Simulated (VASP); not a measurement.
# Tm (Pm-3m) in VASP: single point with PBE

Aim: the single point of Tm with PBE.

All numbers are computed with VASP 6.6.1; they aren't measurements. Logs are shortened: lines on timing, memory, paths and dates and some standing lists are left out, and cuts for length are marked.

## Step 1: The cell of the first run

The structure is cubic, space group Pm-3m (No. 221). Conventional cell: a = 3.387 Å, b = 3.387 Å, c = 3.387 Å, α = 90.00°, β = 90.00°, γ = 90.00°. Tm (site symmetry m-3m) has 6 Tm at 3.39 Å within 4.5 Å.

## Step 2: Single point, PBE

INCAR reads:

```
SYSTEM = Tm
PREC = Accurate
ENCUT = 520
EDIFF = 1E-6
ISMEAR = -1
SIGMA = 0.13605693000000002
LREAL = .False.
LASPH = .True.
NELM = 80
ALGO = Normal
ISIF = 2
LWAVE = .False.
LCHARG = .False.
GGA = PE
NBANDS = 18
```

KPOINTS reads:

```
regular mesh
0
Gamma
  10 10 10
  0 0 0
```

POSCAR reads:

```
Tm
1.0
    3.3871777719      0.0000000000      0.0000000000
    0.0000000000      3.3871777719      0.0000000000
    0.0000000000      0.0000000000      3.3871777719
Tm
1
Direct
    0.0000000000      0.0000000000      0.0000000000
```

Potentials or basis: VASP PAW PBE potentials, release 64 (Tm).

On the command line:

```console
$ cat potpaw_PBE.64/Tm/POTCAR > POTCAR
$ mpirun -np 1 vasp_std > vasp.out
```

OUTCAR:

```text
SYSTEM = Tm
   PREC = Accurate
   ENCUT = 520
   EDIFF = 1E-6
   ISMEAR = -1
   LREAL = .False.
   LASPH = .True.
   NELM = 80
   ISIF = 2
   GGA = PE

 ion  position               nearest neighbor table
   1  0.000  0.000  0.000-

  LATTYP: Found a simple cubic cell.
 ALAT       =     3.3871777719

  Lattice vectors:

 A1 = (   3.3871777719,   0.0000000000,   0.0000000000)
 A2 = (   0.0000000000,   3.3871777719,   0.0000000000)
 A3 = (   0.0000000000,   0.0000000000,   3.3871777719)

Analysis of symmetry for initial positions (statically):
=====================================================================
 Subroutine PRICEL returns:
 Original cell was already a primitive cell.

 Routine SETGRP: Setting up the symmetry group for a
 simple cubic supercell.

 Subroutine GETGRP returns: Found 48 space group operations
 (whereof 48 operations were pure point group operations)
 out of a pool of 48 trial point group operations.

The static configuration has the point symmetry O_h .

Analysis of symmetry for dynamics (positions and initial velocities):
=====================================================================
 Subroutine PRICEL returns:
 Original cell was already a primitive cell.

 Routine SETGRP: Setting up the symmetry group for a
 simple cubic supercell.

 Subroutine GETGRP returns: Found 48 space group operations
 (whereof 48 operations were pure point group operations)
 out of a pool of 48 trial point group operations.

The dynamic configuration has the point symmetry O_h .

 Subroutine INISYM returns: Found 48 space group operations
 (whereof 48 operations are pure point group operations),
 and found     1 'primitive' translations

----------------------------------------------------------------------------------------

                                     Primitive cell

  volume of cell :      38.8610

  direct lattice vectors                    reciprocal lattice vectors
     3.387177772  0.000000000  0.000000000     0.295231035  0.000000000  0.000000000
     0.000000000  3.387177772  0.000000000     0.000000000  0.295231035  0.000000000
     0.000000000  0.000000000  3.387177772     0.000000000  0.000000000  0.295231035

  length of vectors
     3.387177772  3.387177772  3.387177772     0.295231035  0.295231035  0.295231035

  position of ions in fractional coordinates (direct lattice)
     0.000000000  0.000000000  0.000000000

  ion indices of the primitive-cell ions
   primitive index   ion index
                 1           1

----------------------------------------------------------------------------------------

 KPOINTS: regular mesh

Automatic generation of k-mesh.
 Grid dimensions read from file:
 generate k-points for:   10   10   10

 Generating k-lattice:

  Cartesian coordinates                     Fractional coordinates (reciprocal lattice)
     0.029523104  0.000000000  0.000000000     0.100000000  0.000000000  0.000000000
     0.000000000  0.029523104  0.000000000     0.000000000  0.100000000  0.000000000
     0.000000000  0.000000000  0.029523104     0.000000000  0.000000000  0.100000000

  Length of vectors
     0.029523104  0.029523104  0.029523104

  Shift w.r.t. Gamma in fractional coordinates (k-lattice)
     0.000000000  0.000000000  0.000000000

 Subroutine IBZKPT returns following result:
 ===========================================

 Found     56 irreducible k-points:

 Following reciprocal coordinates:
            Coordinates               Weight
  0.000000  0.000000  0.000000      1.000000
  0.100000  0.000000  0.000000      6.000000
  0.200000  0.000000  0.000000      6.000000
  0.300000  0.000000  0.000000      6.000000
  0.400000  0.000000  0.000000      6.000000
  0.500000  0.000000  0.000000      3.000000
[... 16 lines left out ...]
  0.200000  0.100000  0.100000     24.000000
  0.300000  0.100000  0.100000     24.000000
 [... further k-points ...]
   k-points           NKPTS =     56   k-points in BZ     NKDIM =     56   number of bands    NBANDS=     18
   number of dos      NEDOS =    301   number of ions     NIONS =      1
   total plane-waves  NPLWV =  21952
   dimension x,y,z NGX =    28 NGY =   28 NGZ =   28
   dimension x,y,z NGXF=    56 NGYF=   56 NGZF=   56
   ions per type =               1
   NGX,Y,Z   is equivalent  to a cutoff of  13.74, 13.74, 13.74 a.u.
   NGXF,Y,Z  is equivalent  to a cutoff of  27.49, 27.49, 27.49 a.u.
 SYSTEM =  Tm
   PREC   = accura    normal or accurate (medium, high low for compatibility)
   ISTART =      0    job   : 0-new  1-cont  2-samecut
   ICHARG =      2    charge: 1-file 2-atom 10-const
   ISPIN  =      1    spin polarized calculation?
   LNONCOLLINEAR =      F non collinear calculations
   LSORBIT =      F    spin-orbit coupling
   LASPH  =      T    aspherical Exc in radial PAW
   ENCUT  =  520.0 eV  38.22 Ry    6.18 a.u.   6.30  6.30  6.30*2*pi/ulx,y,z
   NELM   =     80;   NELMIN=  2; NELMDL= -5     # of ELM steps
   EDIFF  = 0.1E-05   stopping-criterion for ELM
   LREAL  =      F    real-space projection
[... 7 lines left out ...]
   TEBEG  =    0.0;   TEEND  =   0.0 temperature during run
   PSTRESS=    0.0 pullay stress
   NELECT =      23.0000    total number of electrons
   NUPDOWN=      -1.0000    fix difference up-down
   EMIN   =  10.00;   EMAX   =-10.00  energy-range for DOS
   EFERMI =   0.00;   METHOD = LEGACY
   ISMEAR =    -1;   SIGMA  =   0.14  broadening in eV -4-tet -1-fermi 0-gaus
   EFERMI_NEDOS =   21; number of points for ismear=-14 and -15
   IALGO  =     38    algorithm
   IMIX   =      4    mixing-type and parameters
     AMIX     =   0.40;   BMIX     =  1.00
     AMIX_MAG =   1.60;   BMIX_MAG =  1.00
  volume/ion in A,a.u.               =      38.86       262.25
  Fermi-wavevector in a.u.,A,eV,Ry     =   1.374504  2.597437 25.704973  1.889262
  Thomas-Fermi vector in A             =   2.499925
   LORBIT       =      0    0 simple, 1 ext, 2 COOP (PROOUT), +10 PAW based schemes
   GGA     = PE    functional components
   LHFCALC =     F    Hartree Fock is set to
   AEXX    =    0.0000 exact exchange contribution
   IVDW    =     0    specifies the selected vdW correction
   LEPSILON=     F    determine dielectric tensor
   LRPA    =     F    only Hartree local field effects (RPA)
 non-spin polarized calculation
  energy-cutoff  :      520.00
  volume of cell :       38.86
 maximum number of plane-waves:      1064
 NGX is ok and might be reduce to    28
   NGX = 13   NGY = 13   NGZ = 13

 number of electron      22.9999990 magnetization

 Free energy of the ion-electron system (eV)
  ---------------------------------------------------
  ext. energy  EPLUGINS =         0.00000000
  ---------------------------------------------------
  free energy    TOTEN  =        -3.59768882 eV

  energy without entropy =       -3.05345204  energy(sigma->0) =       -3.32557043

 E-fermi :   1.2706     XC(G=0):  -9.0824

 val. band max:        1.2644583828   @ k =   0.5000   0.1000   0.0000
 cond. band min:       1.3075237904   @ k =   0.5000   0.2000   0.2000
 fundamental gap:      0.0430654076
 Fermi energy:         1.2705936721

 k-point     1 :       0.0000    0.0000    0.0000
  band No.  band energies     occupation
      1     -48.9133      2.00000
      2     -22.1088      2.00000
      3     -22.1088      2.00000
      4     -22.1088      2.00000
      5      -3.3607      2.00000
      6       0.9042      1.87319
[... 10 lines left out ...]
     17       7.7992      0.00000
     18      11.1260      0.00000

 k-point     2 :       0.1000    0.0000    0.0000
  band No.  band energies     occupation
      1     -48.9112      2.00000
      2     -22.1555      2.00000
      3     -22.1048      2.00000
      4     -22.1048      2.00000
      5      -3.1786      2.00000
      6       0.8943      1.88158
[... 10 lines left out ...]
     17       7.8259      0.00000
     18      10.2154      0.00000

 k-point     3 :       0.2000    0.0000    0.0000
  band No.  band energies     occupation
      1     -48.9056      2.00000
      2     -22.2759      2.00000
      3     -22.0946      2.00000
      4     -22.0946      2.00000
      5      -2.6666      2.00000
      6       0.8726      1.89814
[... 10 lines left out ...]
     17       7.8967      0.00000
     18       9.0127      0.00000

 k-point     4 :       0.3000    0.0000    0.0000
  band No.  band energies     occupation
      1     -48.8986      2.00000
      2     -22.4206      2.00000
      3     -22.0818      2.00000
      4     -22.0818      2.00000
      5      -1.9154      2.00000
      6       0.8489      1.91371
[... 10 lines left out ...]
     17       7.9866      0.00000
     18       8.5619      0.00000

 k-point     5 :       0.4000    0.0000    0.0000
  band No.  band energies     occupation
      1     -48.8930      2.00000
      2     -22.5347      2.00000
      3     -22.0715      2.00000
      4     -22.0715      2.00000
      5      -1.0744      2.00000
      6       0.8110      1.93403
[... 10 lines left out ...]
     17       8.0612      0.00000
     18       9.0564      0.00000

 k-point     6 :       0.5000    0.0000    0.0000
  band No.  band energies     occupation
      1     -48.8908      2.00000
      2     -22.5776      2.00000
      3     -22.0675      2.00000
      4     -22.0675      2.00000
      5      -0.5747      2.00000
      6       0.7500      1.95734
[... 307 lines left out ...]
 k-point    21 :       0.5000    0.5000    0.0000
  band No.  band energies     occupation
      1     -48.8687      2.00000
      2     -22.5159      2.00000
      3     -22.5159      2.00000
      4     -22.0282      2.00000
      5       0.3481      1.99773
      6       0.8366      1.92087
[... 10 lines left out ...]
     17       5.7420      0.00000
     18       9.4354      0.00000

 k-point    22 :       0.1000    0.1000    0.1000
  band No.  band energies     occupation
      1     -48.9069      2.00000
      2     -22.1521      2.00000
      3     -22.1449      2.00000
      4     -22.1449      2.00000
      5      -2.8166      2.00000
      6       0.8973      1.87914
[... 10 lines left out ...]
     17       7.0828      0.00000
     18      10.8825      0.00000

 k-point    23 :       0.2000    0.1000    0.1000
  band No.  band energies     occupation
      1     -48.9013      2.00000
      2     -22.2669      2.00000
      3     -22.1386      2.00000
      4     -22.1342      2.00000
      5      -2.3100      2.00000
      6       0.8773      1.89474
[... 10 lines left out ...]
     17       7.1309      0.00000
     18       9.9859      0.00000

 k-point    24 :       0.3000    0.1000    0.1000
  band No.  band energies     occupation
      1     -48.8944      2.00000
      2     -22.4103      2.00000
      3     -22.1252      2.00000
      4     -22.1210      2.00000
      5      -1.5667      2.00000
      6       0.8525      1.91151
[... 10 lines left out ...]
     17       7.2550      0.00000
     18       9.2578      0.00000

 [... further k-points ...]

------------------------ aborting loop because EDIFF is reached ----------------------------------------

  FORCE on cell =-STRESS in cart. coord.  units (eV):
  Direction    XX          YY          ZZ          XY          YZ          ZX
  --------------------------------------------------------------------------------------
  -------------------------------------------------------------------------------------
  Total       -0.0398521     -0.0398521     -0.0398521      0.0000000     -0.0000000      0.0000000
  in kB       -1.6430385     -1.6430385     -1.6430385      0.0000000     -0.0000000      0.0000000
  external PRESSURE =      -1.6430385 kB  Pullay stress =       0.0000000 kB

 VOLUME and BASIS-vectors are now :
 -----------------------------------------------------------------------------
  energy-cutoff  :      520.00
  volume of cell :       38.86
      direct lattice vectors                 reciprocal lattice vectors
     3.387177772  0.000000000  0.000000000     0.295231035  0.000000000  0.000000000
     0.000000000  3.387177772  0.000000000     0.000000000  0.295231035  0.000000000
     0.000000000  0.000000000  3.387177772     0.000000000  0.000000000  0.295231035

 POSITION                                       TOTAL-FORCE (eV/Angst)
 -----------------------------------------------------------------------------------
      0.00000      0.00000      0.00000         0.000000      0.000000      0.000000
 -----------------------------------------------------------------------------------
    total drift:                               -0.000000     -0.000000     -0.000000

  FREE ENERGIE OF THE ION-ELECTRON SYSTEM (eV)
  ---------------------------------------------------
  free  energy   TOTEN  =        -3.5976888159 eV

  energy  without entropy=       -3.0534520407  energy(sigma->0) =       -3.32557043
```

Wall time 68 s (1 thread of AMD EPYC 7R43 (Zen 3), shared host); peak memory 0.16 GiB.

Results:

| Quantity | Value |
| --- | --- |
| Free energy | -3.5977 eV |
| Pressure | -0.2 GPa |

Levels at points of the mesh, in eV from the Fermi level:
| k point | band 9 | band 10 | band 11 | band 12 | band 13 | band 14 | band 15 | band 16 |
| --- | --- | --- | --- | --- | --- | --- | --- | --- |
| (0.00, 0.00, 0.00) | -0.33 | -0.33 | -0.33 | -0.28 | 0.60 | 0.60 | 6.53 | 6.53 |
| (0.50, 0.00, 0.00) | -0.35 | -0.30 | -0.25 | -0.25 | 0.05 | 1.36 | 3.86 | 3.86 |
| (0.50, 0.50, 0.00) | -0.35 | -0.34 | -0.26 | -0.25 | 0.65 | 3.35 | 3.35 | 4.47 |
| (0.50, 0.50, 0.50) | -0.28 | -0.28 | -0.28 | 0.41 | 0.41 | 0.41 | 5.83 | 7.26 |

Caveat: spin-orbit coupling is left out, which moves the levels of the heavy elements. Spin polarisation is off, so any magnetic state and its effect on volume and gap are missing.
